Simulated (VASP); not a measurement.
# Ge (I4_1/amd) in VASP: further runs

Runs on Ge. Level: PBE. Tasks: single point.

Program: VASP 6.6.1. These are calculated values, not measurements. Logs are shortened: lines on timing, memory, paths and dates and some standing lists are left out, and cuts for length are marked.

### Step 1. The cell of the first run

The structure is tetragonal, space group I4_1/amd (No. 141). Conventional cell: a = 4.520 Å, b = 4.520 Å, c = 10.901 Å, α = 90.00°, β = 90.00°, γ = 90.00°. Ge (site symmetry 2mm) has 5 Ge at 2.30 to 2.96 Å within 3.0 Å. Within 3.0 Å of Ge (site symmetry -4m2) lie 6 Ge at 2.30 to 2.32 Å.

The cell was generated, and may not be a known phase.

### Step 2. Single point, PBE

INCAR reads:

```
PREC     = Accurate       # precision mode
ENCUT    = 520            # plane-wave cutoff, eV
EDIFF    = 1E-7           # SCF threshold, eV
ISMEAR   = 0              # smearing method
SIGMA    = 0.1            # smearing width, eV
LREAL    = False          # projectors in reciprocal space
LASPH    = True           # aspherical terms in the spheres
NELM     = 80             # most SCF steps
ALGO     = Normal         # electronic algorithm
ISIF     = 2              # what is computed and relaxed
LWAVE    = False          # write WAVECAR
LCHARG   = False          # write CHGCAR
GGA      = PE             # functional
NBANDS   = 51             # bands
```

KPOINTS reads:

```
Automatic mesh
0
Gamma
  6 6 6
```

POSCAR reads:

```
Ge
1.0
   -2.2601148900      2.2601148900      5.4503532500
    2.2601148900     -2.2601148900      5.4503532500
    2.2601148900      2.2601148900     -5.4503532500
Ge
6
Direct
    0.7872112300      0.7872112300      0.0000000000
    0.5372112300      0.0372112300      0.5000000000
    0.9627887700      0.4627887700      0.5000000000
    0.2127887700      0.2127887700      0.0000000000
    0.0000000000      0.0000000000      0.0000000000
    0.7500000000      0.2500000000      0.5000000000
```

Potentials or basis: VASP PAW PBE potentials, release 64 (Ge_d).

The run is started by

```console
cat potpaw_PBE.64/Ge_d/POTCAR > POTCAR
mpirun -np 1 vasp_std > vasp.out
```

OUTCAR:

```text
PREC = Accurate
   ENCUT = 520
   EDIFF = 1E-7
   ISMEAR = 0
   LREAL = False
   LASPH = True
   NELM = 80
   ISIF = 2
   GGA = PE

 ion  position               nearest neighbor table
   1  0.787  0.787  0.000-   6 2.30   6 2.30   5 2.32
   2  0.537  0.037  0.500-   5 2.30   5 2.30   6 2.32
   3  0.963  0.463  0.500-   5 2.30   5 2.30   6 2.32
   4  0.213  0.213  0.000-   6 2.30   6 2.30   5 2.32
   5  0.000  0.000  0.000-   3 2.30   2 2.30   2 2.30   3 2.30   1 2.32   4 2.32
   6  0.750  0.250  0.500-   4 2.30   1 2.30   1 2.30   4 2.30   3 2.32   2 2.32

  LATTYP: Found a body centered tetragonal cell.
 ALAT       =     4.5202297800
 C/A-ratio  =     2.4115381365

  Lattice vectors:

 A1 = (  -2.2601148900,   2.2601148900,   5.4503532500)
 A2 = (   2.2601148900,  -2.2601148900,   5.4503532500)
 A3 = (   2.2601148900,   2.2601148900,  -5.4503532500)

Analysis of symmetry for initial positions (statically):
=====================================================================
 Subroutine PRICEL returns:
 Original cell was already a primitive cell.

 Routine SETGRP: Setting up the symmetry group for a
 body centered tetragonal supercell.

 Subroutine GETGRP returns: Found 16 space group operations
 (whereof  8 operations were pure point group operations)
 out of a pool of 16 trial point group operations.

The static configuration has the point symmetry D_2d.
 The point group associated with its full space group is D_4h.

Analysis of symmetry for dynamics (positions and initial velocities):
=====================================================================
 Subroutine PRICEL returns:
 Original cell was already a primitive cell.

 Routine SETGRP: Setting up the symmetry group for a
 body centered tetragonal supercell.

 Subroutine GETGRP returns: Found 16 space group operations
 (whereof  8 operations were pure point group operations)
 out of a pool of 16 trial point group operations.

The dynamic configuration has the point symmetry D_2d.
 The point group associated with its full space group is D_4h.

 Subroutine INISYM returns: Found 16 space group operations
 (whereof  8 operations are pure point group operations),
 and found     1 'primitive' translations

----------------------------------------------------------------------------------------

                                     Primitive cell

  volume of cell :     111.3642

  direct lattice vectors                    reciprocal lattice vectors
    -2.260114890  2.260114890  5.450353250     0.000000000  0.221227692  0.091737173
     2.260114890 -2.260114890  5.450353250     0.221227692  0.000000000  0.091737173
     2.260114890  2.260114890 -5.450353250     0.221227692  0.221227692  0.000000000

  length of vectors
     6.318432494  6.318432494  6.318432494     0.239494051  0.239494051  0.312863202

  position of ions in fractional coordinates (direct lattice)
     0.787211230  0.787211230  0.000000000
     0.537211230  0.037211230  0.500000000
     0.962788770  0.462788770  0.500000000
     0.212788770  0.212788770  0.000000000
     0.000000000  0.000000000  0.000000000
     0.750000000  0.250000000  0.500000000

  ion indices of the primitive-cell ions
   primitive index   ion index
                 1           1
                 2           2
                 3           3
                 4           4
                 5           5
                 6           6

----------------------------------------------------------------------------------------

 KPOINTS: Automatic mesh

Automatic generation of k-mesh.
 Grid dimensions read from file:
 generate k-points for:    6    6    6

 Generating k-lattice:

  Cartesian coordinates                     Fractional coordinates (reciprocal lattice)
     0.000000000  0.036871282  0.015289529     0.166666667  0.000000000 -0.000000000
     0.036871282  0.000000000  0.015289529     0.000000000  0.166666667 -0.000000000
     0.036871282  0.036871282  0.000000000     0.000000000  0.000000000  0.166666667

  Length of vectors
     0.039915675  0.039915675  0.052143867

  Shift w.r.t. Gamma in fractional coordinates (k-lattice)
     0.000000000  0.000000000  0.000000000

 Subroutine IBZKPT returns following result:
 ===========================================

 Found     30 irreducible k-points:

 Following reciprocal coordinates:
            Coordinates               Weight
  0.000000  0.000000  0.000000      1.000000
  0.166667  0.000000  0.000000      8.000000
  0.333333  0.000000  0.000000      8.000000
  0.500000  0.000000 -0.000000      4.000000
  0.166667  0.166667  0.000000      8.000000
  0.333333  0.166667  0.000000     16.000000
[... 16 lines left out ...]
 -0.333333 -0.333333  0.166667      8.000000
 -0.166667 -0.333333  0.166667      8.000000
 [... further k-points ...]
   k-points           NKPTS =     30   k-points in BZ     NKDIM =     30   number of bands    NBANDS=     51
   number of dos      NEDOS =    301   number of ions     NIONS =      6
   total plane-waves  NPLWV = 110592
   dimension x,y,z NGX =    48 NGY =   48 NGZ =   48
   dimension x,y,z NGXF=    96 NGYF=   96 NGZF=   96
   ions per type =               6
   NGX,Y,Z   is equivalent  to a cutoff of  12.63, 12.63, 12.63 a.u.
   NGXF,Y,Z  is equivalent  to a cutoff of  25.26, 25.26, 25.26 a.u.
 SYSTEM =  unknown system
   PREC   = accura    normal or accurate (medium, high low for compatibility)
   ISTART =      0    job   : 0-new  1-cont  2-samecut
   ICHARG =      2    charge: 1-file 2-atom 10-const
   ISPIN  =      1    spin polarized calculation?
   LNONCOLLINEAR =      F non collinear calculations
   LSORBIT =      F    spin-orbit coupling
   LASPH  =      T    aspherical Exc in radial PAW
   ENCUT  =  520.0 eV  38.22 Ry    6.18 a.u.  11.75 11.75 11.75*2*pi/ulx,y,z
   NELM   =     80;   NELMIN=  2; NELMDL= -5     # of ELM steps
   EDIFF  = 0.1E-06   stopping-criterion for ELM
   LREAL  =      F    real-space projection
   EDIFFG = 0.1E-05   stopping-criterion for IOM
   NSW    =      0    number of steps for IOM
   IBRION =     -1    ionic relax: 0-MD 1-quasi-New 2-CG
   NFREE  =      0    steps in history (QN), initial steepest desc. (CG)
   ISIF   =      2    stress and relaxation
   ISYM   =      2    0-nonsym 1-usesym 2-fastsym
   POTIM  = 0.5000    time-step for ionic-motion
   TEBEG  =    0.0;   TEEND  =   0.0 temperature during run
   PSTRESS=    0.0 pullay stress
   NELECT =      84.0000    total number of electrons
   NUPDOWN=      -1.0000    fix difference up-down
   EMIN   =  10.00;   EMAX   =-10.00  energy-range for DOS
   EFERMI =   0.00;   METHOD = LEGACY
   ISMEAR =     0;   SIGMA  =   0.10  broadening in eV -4-tet -1-fermi 0-gaus
   EFERMI_NEDOS =   21; number of points for ismear=-14 and -15
   IALGO  =     38    algorithm
   IMIX   =      4    mixing-type and parameters
     AMIX     =   0.40;   BMIX     =  1.00
     AMIX_MAG =   1.60;   BMIX_MAG =  1.00
  volume/ion in A,a.u.               =      18.56       125.25
  Fermi-wavevector in a.u.,A,eV,Ry     =   1.490228  2.816122 30.215537  2.220779
  Thomas-Fermi vector in A             =   2.603036
   LORBIT       =      0    0 simple, 1 ext, 2 COOP (PROOUT), +10 PAW based schemes
   GGA     = PE    functional components
   LHFCALC =     F    Hartree Fock is set to
   AEXX    =    0.0000 exact exchange contribution
   IVDW    =     0    specifies the selected vdW correction
   LEPSILON=     F    determine dielectric tensor
   LRPA    =     F    only Hartree local field effects (RPA)
 non-spin polarized calculation
 Gauss-broadening in eV      SIGMA  =   0.10
  energy-cutoff  :      520.00
  volume of cell :      111.36
 maximum number of plane-waves:      3025
   NGX = 23   NGY = 23   NGZ = 23

 number of electron      84.0000010 magnetization

 Free energy of the ion-electron system (eV)
  ---------------------------------------------------
  ext. energy  EPLUGINS =         0.00000000
  ---------------------------------------------------
  free energy    TOTEN  =       -19.25482579 eV

  energy without entropy =      -19.24365778  energy(sigma->0) =      -19.24924179

 E-fermi :   6.7944     XC(G=0): -10.9652

 val. band max:        6.7707122885   @ k =  -0.3333   0.5000   0.3333
 cond. band min:       6.7965301151   @ k =  -0.3333   0.3333   0.0000
 fundamental gap:      0.0258178266
 Fermi energy:         6.7943912438

 k-point     1 :       0.0000    0.0000    0.0000
  band No.  band energies     occupation
      1     -18.6105      2.00000
      2     -18.5837      2.00000
      3     -18.5368      2.00000
      4     -18.3838      2.00000
      5     -18.3630      2.00000
      6     -18.3256      2.00000
[... 43 lines left out ...]
     50      12.9141      0.00000
     51      13.1725      0.00000

 k-point     2 :       0.1667    0.0000    0.0000
  band No.  band energies     occupation
      1     -18.5930      2.00000
      2     -18.5711      2.00000
      3     -18.5243      2.00000
      4     -18.3959      2.00000
      5     -18.3498      2.00000
      6     -18.3216      2.00000
[... 43 lines left out ...]
     50      12.9389      0.00000
     51      13.3556      0.00000

 k-point     3 :       0.3333    0.0000    0.0000
  band No.  band energies     occupation
      1     -18.5723      2.00000
      2     -18.5300      2.00000
      3     -18.4767      2.00000
      4     -18.4023      2.00000
      5     -18.3296      2.00000
      6     -18.3151      2.00000
[... 43 lines left out ...]
     50      13.0422      0.00000
     51      13.7480      0.00000
[... 1027 lines left out ...]
 k-point    23 :      -0.3333   -0.3333    0.1667
  band No.  band energies     occupation
      1     -18.5735      2.00000
      2     -18.5708      2.00000
      3     -18.4818      2.00000
      4     -18.4264      2.00000
      5     -18.3296      2.00000
      6     -18.3146      2.00000
[... 43 lines left out ...]
     50      13.2523      0.00000
     51      13.3629      0.00000

 k-point    24 :      -0.1667   -0.3333    0.1667
  band No.  band energies     occupation
      1     -18.5956      2.00000
      2     -18.5798      2.00000
      3     -18.4995      2.00000
      4     -18.4094      2.00000
      5     -18.3461      2.00000
      6     -18.3282      2.00000
[... 43 lines left out ...]
     50      12.9867      0.00000
     51      13.3066      0.00000

 [... further k-points ...]

------------------------ aborting loop because EDIFF is reached ----------------------------------------

  FORCE on cell =-STRESS in cart. coord.  units (eV):
  Direction    XX          YY          ZZ          XY          YZ          ZX
  --------------------------------------------------------------------------------------
  -------------------------------------------------------------------------------------
  Total       27.3729885     27.3729885     22.8723231      0.0000000      0.0000000      0.0000000
  in kB      393.8103473    393.8103473    329.0600690      0.0000000      0.0000000      0.0000000
  external PRESSURE =     372.2269212 kB  Pullay stress =       0.0000000 kB

 VOLUME and BASIS-vectors are now :
 -----------------------------------------------------------------------------
  energy-cutoff  :      520.00
  volume of cell :      111.36
      direct lattice vectors                 reciprocal lattice vectors
    -2.260114890  2.260114890  5.450353250     0.000000000  0.221227692  0.091737173
     2.260114890 -2.260114890  5.450353250     0.221227692  0.000000000  0.091737173
     2.260114890  2.260114890 -5.450353250     0.221227692  0.221227692  0.000000000

 POSITION                                       TOTAL-FORCE (eV/Angst)
 -----------------------------------------------------------------------------------
      0.00000      0.00000      8.58116         0.000000     -0.000000     -1.698002
     -0.00000      2.26011      0.40563        -0.000000      0.000000     -1.698002
     -0.00000      2.26011      5.04472        -0.000000      0.000000      1.698002
      0.00000      0.00000      2.31955         0.000000     -0.000000      1.698002
      0.00000      0.00000      0.00000        -0.000000     -0.000000     -0.000000
      0.00000      2.26011      2.72518        -0.000000     -0.000000     -0.000000
 -----------------------------------------------------------------------------------
    total drift:                               -0.000000     -0.000000      0.000000

  FREE ENERGIE OF THE ION-ELECTRON SYSTEM (eV)
  ---------------------------------------------------
  free  energy   TOTEN  =       -19.2548257884 eV

  energy  without entropy=      -19.2436577835  energy(sigma->0) =      -19.24924179
```

Run time: 4.5 min. Hardware: 1 thread of AMD EPYC 9R45 (Zen 5), shared host; peak memory 0.33 GiB.

What came out:

| Item | Value |
| --- | --- |
| Free energy | -19.2548 eV |
| Pressure | 37.2 GPa |
| Largest force | 1.698 eV/Å |
| Band gap on the k mesh | zero (bands 42 and 43 overlap by 1.89 eV) |

Forces on the atoms (eV/Å):
```
Ge   0.000  0.000 -1.698
Ge   0.000  0.000 -1.698
Ge   0.000  0.000  1.698
Ge   0.000  0.000  1.698
Ge   0.000  0.000  0.000
Ge   0.000  0.000  0.000
```

Stress tensor (GPa, compression positive):
```
39.38  0.00  0.00
 0.00 39.38  0.00
 0.00  0.00 32.91
```

Levels at points of the mesh, in eV from the Fermi level:
```
           k point  band 40  band 41  band 42  band 43  band 44  band 45
(0.00, 0.00, 0.00)    -3.64    -2.39     0.73     1.81     1.81     2.63
(0.50, 0.00, 0.00)    -2.24    -0.16     0.02     0.40     0.99     1.71
(0.50, 0.50, 0.00)    -3.30     1.55     1.55     2.35     2.35     3.13
(0.50, 0.50, 0.50)    -3.28    -1.43    -1.43     0.41     0.41     1.54
```

Caveat: the stress differs along the axes, from 33 to 39 GPa; forces of over 1 eV/Å act on the atoms, so gaps and moduli don't describe the material at rest.

### Step 3. Single point, PBE

This run uses another cell than the first one, of 19.25 Å³/atom.

INCAR reads:

```
ALGO = Normal
EDIFF = 1E-7
ENCUT = 520
GGA = PE
ISIF = 2
ISMEAR = 0
LASPH = True
LCHARG = True
LELF = True
LREAL = False
LVHAR = True
LWAVE = False
NBANDS = 51
NELM = 60
PREC = Accurate
SIGMA = 0.1
```

KPOINTS reads:

```
k-points
0
Gamma
  6 6 6
```

POSCAR reads:

```
Ge
1.0
   -2.5798707563      2.5798707563      4.3387683110
    2.5798707563     -2.5798707563      4.3387683110
    2.5798707563      2.5798707563     -4.3387683110
Ge
6
Direct
    0.6666859247      0.6666859247      0.0000000000
    0.4166859247     -0.0833140753      0.5000000000
    1.0833140753      0.5833140753      0.5000000000
    0.3333140753      0.3333140753      0.0000000000
    0.0000000000      0.0000000000      0.0000000000
    0.7500000000      0.2500000000      0.5000000000
```

Potentials or basis: VASP PAW PBE potentials, release 64 (Ge_d).

The run is started by

```console
cat potpaw_PBE.64/Ge_d/POTCAR > POTCAR
mpirun -np 1 vasp_std > vasp.out
```

It took 2.5 min on 1 thread of AMD EPYC 9R45 (Zen 5), shared host; peak memory 0.28 GiB.

It converged, with:

| Item | Value |
| --- | --- |
| Free energy | -25.6580 eV |
| Pressure | 0.2 GPa |
| Band gap on the k mesh | zero (bands 42 and 43 overlap by 3.03 eV) |

Stress tensor (GPa, compression positive):
```
0.23 0.00 0.00
0.00 0.23 0.00
0.00 0.00 0.02
```

Levels at points of the mesh, in eV from the Fermi level:
```
           k point  band 38  band 39  band 40  band 41  band 42  band 43  band 44  band 45  band 46  band 47
(0.00, 0.00, 0.00)    -3.71    -3.71    -3.71    -3.39    -3.39    -2.07    -2.07     3.52     4.08     4.08
(0.50, 0.00, 0.00)    -3.85    -2.60    -1.77    -1.42     0.22     0.22     1.97     1.97     2.51     3.51
(0.50, 0.50, 0.00)    -1.86    -1.86    -1.86     0.81     0.81     2.15     2.15     3.23     3.23     3.23
(0.50, 0.50, 0.50)    -2.42    -0.85    -0.85    -0.85    -0.85    -0.06    -0.06     0.23     0.23     3.98
```

### Step 4. Single point, PBE

This run uses another cell than the first one: it holds 2 atoms, not 6.

INCAR reads:

```
SYSTEM = Ge
PREC     = Accurate       ! precision mode
ENCUT    = 520            ! plane-wave cutoff, eV
EDIFF    = 1E-6           ! SCF threshold, eV
ISMEAR   = 0              ! smearing method
SIGMA    = 0.1            ! smearing width, eV
LREAL    = .False.        ! projectors in reciprocal space
LASPH    = .True.         ! aspherical terms in the spheres
NELM     = 60             ! most SCF steps
ALGO     = Normal         ! electronic algorithm
ISIF     = 2              ! what is computed and relaxed
LWAVE    = .False.        ! write WAVECAR
LCHARG   = .False.        ! write CHGCAR
GGA      = PE             ! functional
NBANDS   = 21             ! bands
```

KPOINTS reads:

```
regular mesh
0
Gamma
  22 22 22
  0 0 0
```

POSCAR reads:

```
Ge
1.0
   -2.6008316847      2.6008316847      1.4266217170
    2.6008316847     -2.6008316847      1.4266217170
    2.6008316847      2.6008316847     -1.4266217170
Ge
2
Direct
    0.7500000000      0.2500000000      0.5000000000
    0.0000000000      0.0000000000      0.0000000000
```

The run is started by

```console
cat potpaw_PBE.64/Ge_d/POTCAR > POTCAR
mpirun -np 1 vasp_std > vasp.out
```

Run time: 5.8 min. Hardware: 1 thread of AMD EPYC 9R45 (Zen 5), shared host; peak memory 0.56 GiB.

The run converged. Its results:

* Free energy: -8.5778 eV
* Pressure: -0.2 GPa
* Band gap on the k mesh: zero (bands 14 and 15 overlap by 5.13 eV)

Levels at points of the mesh, in eV from the Fermi level:
```tsv
k point	band 10	band 11	band 12	band 13	band 14	band 15	band 16	band 17	band 18	band 19
(0.00, 0.00, 0.00)	-24.43	-12.95	-4.07	-2.17	-2.17	3.43	7.43	7.43	7.66	7.85
(0.50, 0.00, 0.00)	-24.47	-8.02	-6.26	-2.65	-1.86	-1.31	2.54	3.45	5.33	8.73
(0.50, 0.50, 0.00)	-24.50	-10.28	-10.28	0.69	0.69	1.93	1.93	7.11	7.11	10.99
(0.50, 0.50, 0.50)	-24.55	-8.69	-8.69	-5.63	-5.63	5.78	5.78	10.69	10.69	14.96
```

### Step 5. The runs side by side

```tsv
cell	k mesh	gap on the mesh (eV)	pressure (GPa)
a = 6.318 Å, angles 138.1, 138.1, 60.8°, 6 atoms, atomic positions A	6 × 6 × 6	none	37.2
a = 5.669 Å, angles 125.9, 125.9, 80.1°, 6 atoms, atomic positions B	6 × 6 × 6	none	0.2
a = 3.945 Å, angles 97.5, 97.5, 137.6°, 2 atoms, atomic positions C	22 × 22 × 22	none	-0.2
```

Alike in all rows: task single point; level PBE; potentials or basis VASP PAW PBE potentials, release 64 (Ge_d); no spin polarisation; cutoff (eV) 520; smearing gaussian 0.1 eV.

Caveats: the stress differs along the axes, from 33 to 39 GPa (at least some runs); forces of over 1 eV/Å act on the atoms, so gaps and moduli don't describe the material at rest (at least some runs).

Absolute energies hang on the potentials; compare differences alone.

The gap in the log of VASP goes by the Fermi energy; the results here count the filled bands.